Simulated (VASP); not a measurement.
# AlCo (Pm-3m) in VASP: a series of runs

The runs below take AlCo through single point, with PBE.

All numbers are computed with VASP 6.6.1; they aren't measurements. Logs are shortened: lines on timing, memory, paths and dates and some standing lists are left out, and cuts for length are marked.

## (1) The cell of the first run

The structure is cubic, space group Pm-3m (No. 221). Conventional cell: a = 2.857 Å, b = 2.857 Å, c = 2.857 Å, α = 90.00°, β = 90.00°, γ = 90.00°. Within 3.3 Å of Al (site symmetry m-3m) lie 8 Co at 2.47 Å and 6 Al at 2.86 Å. Within 3.3 Å of Co (site symmetry m-3m) lie 8 Al at 2.47 Å and 6 Co at 2.86 Å.

## (2) Single point, PBE, collinear spin, ferromagnetic start

The input, INCAR:

```
ALGO     = Normal         # electronic algorithm
EDIFF    = 1E-7           # SCF threshold, eV
ENCUT    = 520            # plane-wave cutoff, eV
GGA      = PE             # functional
ISIF     = 2              # what is computed and relaxed
ISMEAR   = -1             # smearing method
ISPIN    = 2              # spin polarisation
LASPH    = T              # aspherical terms in the spheres
LCHARG   = F              # write CHGCAR
LMAXMIX  = 4              # l up to which the mixer works
LORBIT   = 11             # projections on sites
LREAL    = F              # projectors in reciprocal space
LWAVE    = F              # write WAVECAR
MAGMOM   = 0 2.5          # initial moments
NBANDS   = 17             # bands
NELM     = 150            # most SCF steps
PREC     = Accurate       # precision mode
SIGMA    = 0.1            # smearing width, eV
```

The input, KPOINTS:

```
k-points
0
Gamma
  10 10 10
```

The input, POSCAR:

```
AlCo
1.0
    2.8565046626      0.0000000000      0.0000000000
    0.0000000000      2.8565046626      0.0000000000
    0.0000000000      0.0000000000      2.8565046626
Al Co
1 1
Direct
    0.0000000000      0.0000000000      0.0000000000
    0.5000000000      0.5000000000      0.5000000000
```

Potentials or basis: VASP PAW PBE potentials, release 64 (Al, Co).

Launch:

```
> cat potpaw_PBE.64/Al/POTCAR potpaw_PBE.64/Co/POTCAR > POTCAR
> mpirun -np 1 vasp_std > vasp.out
```

OUTCAR:

```text
EDIFF = 1E-7
   ENCUT = 520
   GGA = PE
   ISIF = 2
   ISMEAR = -1
   ISPIN = 2
   LASPH = T
   LORBIT = 11
   LREAL = F
   NELM = 150
   PREC = Accurate

 ion  position               nearest neighbor table
   1  0.000  0.000  0.000-   2 2.47   2 2.47   2 2.47   2 2.47   2 2.47   2 2.47   2 2.47   2 2.47

   2  0.500  0.500  0.500-   1 2.47   1 2.47   1 2.47   1 2.47   1 2.47   1 2.47   1 2.47   1 2.47

  LATTYP: Found a simple cubic cell.
 ALAT       =     2.8565046626

  Lattice vectors:

 A1 = (   2.8565046626,   0.0000000000,   0.0000000000)
 A2 = (   0.0000000000,   2.8565046626,   0.0000000000)
 A3 = (   0.0000000000,   0.0000000000,   2.8565046626)

Analysis of symmetry for initial positions (statically):
=====================================================================
 Subroutine PRICEL returns:
 Original cell was already a primitive cell.

 Routine SETGRP: Setting up the symmetry group for a
 simple cubic supercell.

 Subroutine GETGRP returns: Found 48 space group operations
 (whereof 48 operations were pure point group operations)
 out of a pool of 48 trial point group operations.

The static configuration has the point symmetry O_h .

Analysis of symmetry for dynamics (positions and initial velocities):
=====================================================================
 Subroutine PRICEL returns:
 Original cell was already a primitive cell.

 Routine SETGRP: Setting up the symmetry group for a
 simple cubic supercell.

 Subroutine GETGRP returns: Found 48 space group operations
 (whereof 48 operations were pure point group operations)
 out of a pool of 48 trial point group operations.

The dynamic configuration has the point symmetry O_h .

Analysis of structural, dynamic, and magnetic symmetry:
=====================================================================
 Subroutine PRICEL returns:
 Original cell was already a primitive cell.

 Routine SETGRP: Setting up the symmetry group for a
 simple cubic supercell.

 Subroutine GETGRP returns: Found 48 space group operations
 (whereof 48 operations were pure point group operations)
 out of a pool of 48 trial point group operations.

The overall configuration has the point symmetry O_h .

 Subroutine INISYM returns: Found 48 space group operations
 (whereof 48 operations are pure point group operations),
 and found     1 'primitive' translations

----------------------------------------------------------------------------------------

                                     Primitive cell

  volume of cell :      23.3080

  direct lattice vectors                    reciprocal lattice vectors
     2.856504663  0.000000000  0.000000000     0.350078196  0.000000000  0.000000000
     0.000000000  2.856504663  0.000000000     0.000000000  0.350078196  0.000000000
     0.000000000  0.000000000  2.856504663     0.000000000  0.000000000  0.350078196

  length of vectors
     2.856504663  2.856504663  2.856504663     0.350078196  0.350078196  0.350078196

  position of ions in fractional coordinates (direct lattice)
     0.000000000  0.000000000  0.000000000
     0.500000000  0.500000000  0.500000000

  ion indices of the primitive-cell ions
   primitive index   ion index
                 1           1
                 2           2

----------------------------------------------------------------------------------------

 KPOINTS: k-points

Automatic generation of k-mesh.
 Grid dimensions read from file:
 generate k-points for:   10   10   10

 Generating k-lattice:

  Cartesian coordinates                     Fractional coordinates (reciprocal lattice)
     0.035007820  0.000000000  0.000000000     0.100000000  0.000000000  0.000000000
     0.000000000  0.035007820  0.000000000     0.000000000  0.100000000  0.000000000
     0.000000000  0.000000000  0.035007820     0.000000000  0.000000000  0.100000000

  Length of vectors
     0.035007820  0.035007820  0.035007820

  Shift w.r.t. Gamma in fractional coordinates (k-lattice)
     0.000000000  0.000000000  0.000000000

 Subroutine IBZKPT returns following result:
 ===========================================

 Found     56 irreducible k-points:

 Following reciprocal coordinates:
            Coordinates               Weight
  0.000000  0.000000  0.000000      1.000000
  0.100000  0.000000  0.000000      6.000000
  0.200000  0.000000  0.000000      6.000000
  0.300000  0.000000  0.000000      6.000000
  0.400000  0.000000  0.000000      6.000000
  0.500000  0.000000  0.000000      3.000000
[... 16 lines left out ...]
  0.200000  0.100000  0.100000     24.000000
  0.300000  0.100000  0.100000     24.000000
 [... further k-points ...]
   k-points           NKPTS =     56   k-points in BZ     NKDIM =     56   number of bands    NBANDS=     17
   number of dos      NEDOS =    301   number of ions     NIONS =      2
   total plane-waves  NPLWV =  13824
   dimension x,y,z NGX =    24 NGY =   24 NGZ =   24
   dimension x,y,z NGXF=    48 NGYF=   48 NGZF=   48
   ions per type =               1   1
   NGX,Y,Z   is equivalent  to a cutoff of  13.97, 13.97, 13.97 a.u.
   NGXF,Y,Z  is equivalent  to a cutoff of  27.94, 27.94, 27.94 a.u.
 SYSTEM =  unknown system
   PREC   = accura    normal or accurate (medium, high low for compatibility)
   ISTART =      0    job   : 0-new  1-cont  2-samecut
   ICHARG =      2    charge: 1-file 2-atom 10-const
   ISPIN  =      2    spin polarized calculation?
   LNONCOLLINEAR =      F non collinear calculations
   LSORBIT =      F    spin-orbit coupling
   LASPH  =      T    aspherical Exc in radial PAW
   ENCUT  =  520.0 eV  38.22 Ry    6.18 a.u.   5.31  5.31  5.31*2*pi/ulx,y,z
   NELM   =    150;   NELMIN=  2; NELMDL= -5     # of ELM steps
   EDIFF  = 0.1E-06   stopping-criterion for ELM
   LREAL  =      F    real-space projection
   EDIFFG = 0.1E-05   stopping-criterion for IOM
   NSW    =      0    number of steps for IOM
   IBRION =     -1    ionic relax: 0-MD 1-quasi-New 2-CG
   NFREE  =      0    steps in history (QN), initial steepest desc. (CG)
   ISIF   =      2    stress and relaxation
   ISYM   =      2    0-nonsym 1-usesym 2-fastsym
   POTIM  = 0.5000    time-step for ionic-motion
   TEBEG  =    0.0;   TEEND  =   0.0 temperature during run
   PSTRESS=    0.0 pullay stress
   NELECT =      12.0000    total number of electrons
   NUPDOWN=      -1.0000    fix difference up-down
   EMIN   =  10.00;   EMAX   =-10.00  energy-range for DOS
   EFERMI =   0.00;   METHOD = LEGACY
   ISMEAR =    -1;   SIGMA  =   0.10  broadening in eV -4-tet -1-fermi 0-gaus
   EFERMI_NEDOS =   21; number of points for ismear=-14 and -15
   IALGO  =     38    algorithm
   IMIX   =      4    mixing-type and parameters
     AMIX     =   0.40;   BMIX     =  1.00
     AMIX_MAG =   1.60;   BMIX_MAG =  1.00
  volume/ion in A,a.u.               =      11.65        78.65
  Fermi-wavevector in a.u.,A,eV,Ry     =   1.312100  2.479510 23.423882  1.721607
  Thomas-Fermi vector in A             =   2.442516
   LORBIT       =     11    0 simple, 1 ext, 2 COOP (PROOUT), +10 PAW based schemes
   GGA     = PE    functional components
   LHFCALC =     F    Hartree Fock is set to
   AEXX    =    0.0000 exact exchange contribution
   IVDW    =     0    specifies the selected vdW correction
   LEPSILON=     F    determine dielectric tensor
   LRPA    =     F    only Hartree local field effects (RPA)
 spin polarized calculation
  energy-cutoff  :      520.00
  volume of cell :       23.31
 maximum number of plane-waves:       640
 NGX is ok and might be reduce to    24
   NGX = 11   NGY = 11   NGZ = 11

 number of electron      11.9999997 magnetization       0.0000482

 Free energy of the ion-electron system (eV)
  ---------------------------------------------------
  ext. energy  EPLUGINS =         0.00000000
  ---------------------------------------------------
  free energy    TOTEN  =       -12.00361040 eV

  energy without entropy =      -11.97431901  energy(sigma->0) =      -11.98896470

 E-fermi :  10.4314     XC(G=0): -12.2321

 val. band max:       10.4259540930   @ k =   0.5000   0.4000   0.1000
 cond. band min:      10.5427701344   @ k =   0.5000   0.3000   0.0000
 fundamental gap:      0.1168160414
 Fermi energy:        10.4313703748

 spin component 1

 k-point     1 :       0.0000    0.0000    0.0000
  band No.  band energies     occupation
      1      -0.5448      1.00000
      2       7.5523      1.00000
      3       7.5523      1.00000
      4       9.6450      0.99962
      5       9.6450      0.99962
      6       9.6450      0.99962
[... 9 lines left out ...]
     16      34.0451      0.00000
     17      34.0451      0.00000
[... 441 lines left out ...]
 k-point    24 :       0.3000    0.1000    0.1000
  band No.  band energies     occupation
      1       1.4626      1.00000
      2       6.8565      1.00000
      3       7.9374      1.00000
      4       8.9097      1.00000
      5       9.0052      1.00000
      6       9.5358      0.99987
[... 9 lines left out ...]
     16      31.1278      0.00000
     17      32.3282      0.00000

 [... further k-points ...]

 spin component 2

 k-point     1 :       0.0000    0.0000    0.0000
  band No.  band energies     occupation
      1      -0.5448      1.00000
      2       7.5524      1.00000
      3       7.5524      1.00000
      4       9.6451      0.99962
      5       9.6451      0.99962
      6       9.6451      0.99962
[... 9 lines left out ...]
     16      34.0451      0.00000
     17      34.0451      0.00000
[... 441 lines left out ...]
 k-point    24 :       0.3000    0.1000    0.1000
  band No.  band energies     occupation
      1       1.4626      1.00000
      2       6.8566      1.00000
      3       7.9375      1.00000
      4       8.9098      1.00000
      5       9.0052      1.00000
      6       9.5359      0.99987
[... 9 lines left out ...]
     16      31.1278      0.00000
     17      32.3282      0.00000

 [... further k-points ...]
[... 5 lines left out ...]
  --------------------------------------------------------------------------------------
  -------------------------------------------------------------------------------------
  Total       -0.1129326     -0.1129326     -0.1129326     -0.0000000      0.0000000     -0.0000000
  in kB       -7.7629191     -7.7629191     -7.7629191     -0.0000000      0.0000000     -0.0000000
  external PRESSURE =      -7.7629191 kB  Pullay stress =       0.0000000 kB

 VOLUME and BASIS-vectors are now :
 -----------------------------------------------------------------------------
  energy-cutoff  :      520.00
  volume of cell :       23.31
      direct lattice vectors                 reciprocal lattice vectors
     2.856504663  0.000000000  0.000000000     0.350078196  0.000000000  0.000000000
     0.000000000  2.856504663  0.000000000     0.000000000  0.350078196  0.000000000
     0.000000000  0.000000000  2.856504663     0.000000000  0.000000000  0.350078196

 POSITION                                       TOTAL-FORCE (eV/Angst)
 -----------------------------------------------------------------------------------
      0.00000      0.00000      0.00000         0.000000      0.000000      0.000000
      1.42825      1.42825      1.42825         0.000000      0.000000      0.000000
 -----------------------------------------------------------------------------------
    total drift:                                0.000000      0.000000     -0.000000

  FREE ENERGIE OF THE ION-ELECTRON SYSTEM (eV)
  ---------------------------------------------------
  free  energy   TOTEN  =       -12.0036104022 eV

  energy  without entropy=      -11.9743190053  energy(sigma->0) =      -11.98896470

 total charge

# of ion       s       p       d       tot
------------------------------------------
    1        0.393   0.425   0.000   0.819
    2        0.432   0.502   7.502   8.436
--------------------------------------------------
tot          0.825   0.927   7.502   9.255

 magnetization (x)

# of ion       s       p       d       tot
------------------------------------------
    1       -0.000  -0.000   0.000  -0.000
    2        0.000  -0.000   0.000   0.000
--------------------------------------------------
tot         -0.000  -0.000   0.000   0.000
```

Wall time 17 s (1 thread of Intel Xeon 6975P-C (Granite Rapids), shared host); peak memory 0.17 GiB.

Results:

```
Free energy                                           : -12.0036 eV
Pressure                                              : -0.8 GPa
Band gap on the k mesh                                : zero (filled and empty bands overlap)
Net moment                                            : 0.00 μB per cell
Valence electrons inside the program's atomic spheres : Al 0.82; Co 8.44
```

Caveat: the starting moments collapsed, and a magnetic state may lie lower.

## (3) Single point, PBE, collinear spin, ferromagnetic start

This run uses another cell than the first one, of 11.88 Å³/atom, 1.019 times its volume.

The input, INCAR:

```
  ALGO = Normal
  EDIFF = 1E-7
  ENCUT = 520
  GGA = PE
  ISIF = 2
  ISMEAR = -1
  ISPIN = 2
  LASPH = T
  LCHARG = T
  LELF = T
  LMAXMIX = 4
  LORBIT = 11
  LREAL = F
  LVHAR = T
  LWAVE = F
  MAGMOM = 0 2.5
  NBANDS = 17
  NELM = 150
  PREC = Accurate
  SIGMA = 0.1
```

KPOINTS is that of step 2.

The input, POSCAR:

```
AlCo
1.0
    2.8746994504      0.0000000000      0.0000000000
    0.0000000000      2.8746994504      0.0000000000
    0.0000000000      0.0000000000      2.8746994504
Al Co
1 1
Direct
    0.0000000000      0.0000000000      0.0000000000
    0.5000000000      0.5000000000      0.5000000000
```

Potentials or basis: VASP PAW PBE potentials, release 64 (Al, Co).

Launch:

```
> cat potpaw_PBE.64/Al/POTCAR potpaw_PBE.64/Co/POTCAR > POTCAR
> mpirun -np 1 vasp_std > vasp.out
```

It took 17 s on 1 thread of Intel Xeon 6975P-C (Granite Rapids), shared host; peak memory 0.17 GiB.

It converged, with:

| Quantity | Value |
| --- | --- |
| Free energy | -11.9969 eV |
| Pressure | -4.0 GPa |
| Band gap on the k mesh | zero (filled and empty bands overlap) |
| Net moment | 0.00 μB per cell |
| Valence electrons inside the program's atomic spheres | Al 0.81; Co 8.40 |

Levels at points of the mesh, in eV from the Fermi level:
Spin up:
| k point | band 3 | band 4 | band 5 | band 6 | band 7 | band 8 | band 9 | band 10 |
| --- | --- | --- | --- | --- | --- | --- | --- | --- |
| (0.00, 0.00, 0.00) | -2.79 | -0.76 | -0.76 | -0.76 | 5.89 | 5.89 | 5.89 | 8.68 |
| (0.50, 0.00, 0.00) | -2.23 | -1.61 | -1.61 | -0.66 | 0.21 | 8.42 | 10.52 | 10.52 |
| (0.50, 0.50, 0.00) | -2.57 | -2.57 | -1.40 | -1.40 | -0.18 | 2.40 | 3.35 | 12.51 |
| (0.50, 0.50, 0.50) | -3.77 | -0.15 | -0.15 | 2.44 | 2.44 | 2.44 | 3.93 | 5.23 |
Spin down:
```tsv
k point	band 2	band 3	band 4	band 5	band 6	band 7	band 8	band 9	band 10	band 11
(0.00, 0.00, 0.00)	-2.79	-2.79	-0.76	-0.76	-0.76	5.89	5.89	5.89	8.68	8.68
(0.50, 0.00, 0.00)	-6.44	-2.23	-1.61	-1.61	-0.66	0.21	8.42	10.52	10.52	11.41
(0.50, 0.50, 0.00)	-2.90	-2.57	-2.57	-1.40	-1.40	-0.18	2.40	3.35	12.51	15.66
(0.50, 0.50, 0.50)	-3.77	-3.77	-0.15	-0.15	2.44	2.44	2.44	3.93	5.23	5.23
```

Caveat: the starting moments collapsed, and a magnetic state may lie lower.
